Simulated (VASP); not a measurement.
# Ni (Fm-3m) in VASP: single point with PBE

Aim: the single point of Ni with PBE.

Everything below comes from runs of VASP 6.6.1. Logs are shortened: lines on timing, memory, paths and dates and some standing lists are left out, and cuts for length are marked.

### Step 1. The cell of the first run

The structure is cubic, space group Fm-3m (No. 225). Conventional cell: a = 3.535 Å, b = 3.535 Å, c = 3.535 Å, α = 90.00°, β = 90.00°, γ = 90.00°. Within 3.3 Å of Ni (site symmetry m-3m) lie 12 Ni at 2.50 Å.

### Step 2. Single point, PBE, collinear spin, ferromagnetic start

INCAR reads:

```
SYSTEM = Ni
PREC = Accurate
ENCUT = 520
EDIFF = 1E-7
ISMEAR = 0
SIGMA = 0.1
LREAL = .False.
LASPH = .True.
NELM = 150
ALGO = Normal
ISIF = 2
LWAVE = .False.
LCHARG = .True.
ISPIN = 2
MAGMOM = 2
LORBIT = 11
LMAXMIX = 4
GGA = PE
LELF = .True.
LVHAR = .True.
NBANDS = 15
```

KPOINTS reads:

```
Automatic mesh
0
Gamma
  13 13 13
  0 0 0
```

POSCAR reads:

```
Ni
1.0
    0.0000000000      1.7673500000      1.7673500000
    1.7673500000      0.0000000000      1.7673500000
    1.7673500000      1.7673500000      0.0000000000
Ni
1
Direct
    0.0000000000      0.0000000000      0.0000000000
```

Potentials or basis: VASP PAW PBE potentials, release 64 (Ni).

The run is started by

```
cat potpaw_PBE.64/Ni/POTCAR > POTCAR
mpirun -np 1 vasp_std > vasp.out
```

OUTCAR:

```text
SYSTEM = Ni
   PREC = Accurate
   ENCUT = 520
   EDIFF = 1E-7
   ISMEAR = 0
   LREAL = .False.
   LASPH = .True.
   NELM = 150
   ISIF = 2
   ISPIN = 2
   LORBIT = 11
   GGA = PE

 ion  position               nearest neighbor table
   1  0.000  0.000  0.000-

  LATTYP: Found a face centered cubic cell.
 ALAT       =     3.5347000000

  Lattice vectors:

 A1 = (   0.0000000000,   1.7673500000,   1.7673500000)
 A2 = (   1.7673500000,   0.0000000000,   1.7673500000)
 A3 = (   1.7673500000,   1.7673500000,   0.0000000000)

Analysis of symmetry for initial positions (statically):
=====================================================================
 Subroutine PRICEL returns:
 Original cell was already a primitive cell.

 Routine SETGRP: Setting up the symmetry group for a
 face centered cubic supercell.

 Subroutine GETGRP returns: Found 48 space group operations
 (whereof 48 operations were pure point group operations)
 out of a pool of 48 trial point group operations.

The static configuration has the point symmetry O_h .

Analysis of symmetry for dynamics (positions and initial velocities):
=====================================================================
 Subroutine PRICEL returns:
 Original cell was already a primitive cell.

 Routine SETGRP: Setting up the symmetry group for a
 face centered cubic supercell.

 Subroutine GETGRP returns: Found 48 space group operations
 (whereof 48 operations were pure point group operations)
 out of a pool of 48 trial point group operations.

The dynamic configuration has the point symmetry O_h .

Analysis of structural, dynamic, and magnetic symmetry:
=====================================================================
 Subroutine PRICEL returns:
 Original cell was already a primitive cell.

 Routine SETGRP: Setting up the symmetry group for a
 face centered cubic supercell.

 Subroutine GETGRP returns: Found 48 space group operations
 (whereof 48 operations were pure point group operations)
 out of a pool of 48 trial point group operations.

The overall configuration has the point symmetry O_h .

 Subroutine INISYM returns: Found 48 space group operations
 (whereof 48 operations are pure point group operations),
 and found     1 'primitive' translations

----------------------------------------------------------------------------------------

                                     Primitive cell

  volume of cell :      11.0407

  direct lattice vectors                    reciprocal lattice vectors
     0.000000000  1.767350000  1.767350000    -0.282909441  0.282909441  0.282909441
     1.767350000  0.000000000  1.767350000     0.282909441 -0.282909441  0.282909441
[... 117 lines left out ...]
  volume of cell :       11.04
 maximum number of plane-waves:       307
   NGX =  9   NGY =  9   NGZ =  9

 number of electron      10.0000010 magnetization       0.6267187

 Free energy of the ion-electron system (eV)
  ---------------------------------------------------
  ext. energy  EPLUGINS =         0.00000000
  ---------------------------------------------------
  free energy    TOTEN  =        -5.47602181 eV

  energy without entropy =       -5.46769275  energy(sigma->0) =       -5.47185728

 E-fermi :   9.1774     XC(G=0): -13.1690

 val. band max:        9.1739572045   @ k =  -0.3846   0.0769   0.0000
 cond. band min:       9.1816988185   @ k =   0.3846   0.3846   0.0000
 fundamental gap:      0.0077416140
 Fermi energy:         9.1773932426

 spin component 1

 k-point     1 :       0.0000    0.0000    0.0000
  band No.  band energies     occupation
      1       0.2605      1.00000
      2       6.7727      1.00000
      3       6.7727      1.00000
      4       6.7727      1.00000
      5       7.9301      1.00000
      6       7.9301      1.00000
      7      32.7654      0.00000
      8      36.5150      0.00000
      9      36.5150      0.00000
     10      36.5150      0.00000
     11      39.4048      0.00000
     12      39.4048      0.00000
     13      39.4048      0.00000
     14      42.4056      0.00000
[... 403 lines left out ...]
      4       7.1775      1.00000
      5       8.5906      1.00000
      6       9.9811      0.00000
      7      16.9498      0.00000
      8      27.8095      0.00000
      9      29.4247      0.00000
     10      31.5639      0.00000
     11      41.4904      0.00000
     12      41.7014      0.00000
     13      44.5989      0.00000
     14      47.8521      0.00000
     15      55.1993      0.00000

 [... further k-points ...]

 spin component 2

 k-point     1 :       0.0000    0.0000    0.0000
  band No.  band energies     occupation
      1       0.2272      1.00000
      2       7.5283      1.00000
      3       7.5283      1.00000
      4       7.5283      1.00000
      5       8.5102      1.00000
      6       8.5102      1.00000
      7      32.6062      0.00000
      8      36.4976      0.00000
      9      36.4976      0.00000
     10      36.4976      0.00000
     11      39.5076      0.00000
     12      39.5076      0.00000
     13      39.5076      0.00000
     14      42.2813      0.00000
[... 403 lines left out ...]
      4       7.8133      1.00000
      5       9.3399      0.01076
      6      10.4429      0.00000
      7      17.2110      0.00000
      8      27.8393      0.00000
      9      29.4985      0.00000
     10      31.6115      0.00000
     11      41.4636      0.00000
     12      41.7279      0.00000
     13      44.6480      0.00000
     14      48.0142      0.00000
     15      56.5803      0.00000

 [... further k-points ...]
[... 5 lines left out ...]
  --------------------------------------------------------------------------------------
  -------------------------------------------------------------------------------------
  Total       -0.1895048     -0.1895048     -0.1895048      0.0000000      0.0000000     -0.0000000
  in kB      -27.5000198    -27.5000198    -27.5000198      0.0000000      0.0000000     -0.0000000
  external PRESSURE =     -27.5000198 kB  Pullay stress =       0.0000000 kB

 VOLUME and BASIS-vectors are now :
 -----------------------------------------------------------------------------
  energy-cutoff  :      520.00
  volume of cell :       11.04
      direct lattice vectors                 reciprocal lattice vectors
     0.000000000  1.767350000  1.767350000    -0.282909441  0.282909441  0.282909441
     1.767350000  0.000000000  1.767350000     0.282909441 -0.282909441  0.282909441
     1.767350000  1.767350000  0.000000000     0.282909441  0.282909441 -0.282909441

 POSITION                                       TOTAL-FORCE (eV/Angst)
 -----------------------------------------------------------------------------------
      0.00000      0.00000      0.00000         0.000000     -0.000000      0.000000
 -----------------------------------------------------------------------------------
    total drift:                                0.000000      0.000000      0.000000

  FREE ENERGIE OF THE ION-ELECTRON SYSTEM (eV)
  ---------------------------------------------------
  free  energy   TOTEN  =        -5.4760218102 eV

  energy  without entropy=       -5.4676927515  energy(sigma->0) =       -5.47185728

 total charge

# of ion       s       p       d       tot
------------------------------------------
    1        0.491   0.485   8.309   9.284

 magnetization (x)

# of ion       s       p       d       tot
------------------------------------------
    1       -0.006  -0.024   0.669   0.639
```

OSZICAR:

```text
N       E                     dE             d eps       ncg     rms          rms(c)
DAV:   1     0.334850937863E+02    0.33485E+02   -0.44818E+03  5318   0.917E+02
DAV:   2    -0.490129620501E+01   -0.38386E+02   -0.35571E+02  5670   0.163E+02
DAV:   3    -0.632122221469E+01   -0.14199E+01   -0.13967E+01  6223   0.307E+01
DAV:   4    -0.632996205755E+01   -0.87398E-02   -0.87388E-02  6049   0.230E+00
DAV:   5    -0.633006373386E+01   -0.10168E-03   -0.10167E-03  6467   0.223E-01    0.110E+01
DAV:   6    -0.586550110329E+01    0.46456E+00   -0.13229E+01  7301   0.417E+01    0.638E+00
DAV:   7    -0.549101038214E+01    0.37449E+00   -0.26829E+00  6846   0.161E+01    0.176E+00
DAV:   8    -0.547995761479E+01    0.11053E-01   -0.22478E-02  5833   0.923E-01    0.956E-01
DAV:   9    -0.547690502962E+01    0.30526E-02   -0.17502E-03  7877   0.248E-01    0.342E-01
DAV:  10    -0.547601398904E+01    0.89104E-03   -0.13827E-03  7587   0.212E-01    0.430E-02
DAV:  11    -0.547602011407E+01   -0.61250E-05   -0.19998E-05  6177   0.311E-02    0.260E-02
DAV:  12    -0.547602157950E+01   -0.14654E-05   -0.15759E-06  7176   0.681E-03    0.664E-03
DAV:  13    -0.547602172101E+01   -0.14151E-06   -0.67999E-07  6771   0.641E-03    0.433E-03
DAV:  14    -0.547602181018E+01   -0.89166E-07   -0.36016E-08  4515   0.182E-03
   1 F= -.54760218E+01 E0= -.54718573E+01  d E =-.832906E-02  mag=     0.6266
```

stdout:

```text
POSCAR found type information on POSCAR Ni
 POSCAR found :  1 types and       1 ions
 scaLAPACK will be used
 LDA part: xc-table for (Slater+PW92), standard interpolation
 POSCAR, INCAR and KPOINTS ok, starting setup
 FFT: planning ... GRIDC
 FFT: planning ... GRID_SOFT
 FFT: planning ... GRID
 WAVECAR not read
 entering main loop
```

Wall time 16 s (1 thread of Intel Xeon 6975P-C (Granite Rapids), shared host); peak memory 0.14 GiB.

Results:

```
Free energy                                           : -5.4760 eV
Pressure                                              : -2.8 GPa
Net moment                                            : 0.63 μB per cell
Site moments                                          : Ni +0.64 μB
Valence electrons inside the program's atomic spheres : Ni 9.28
```
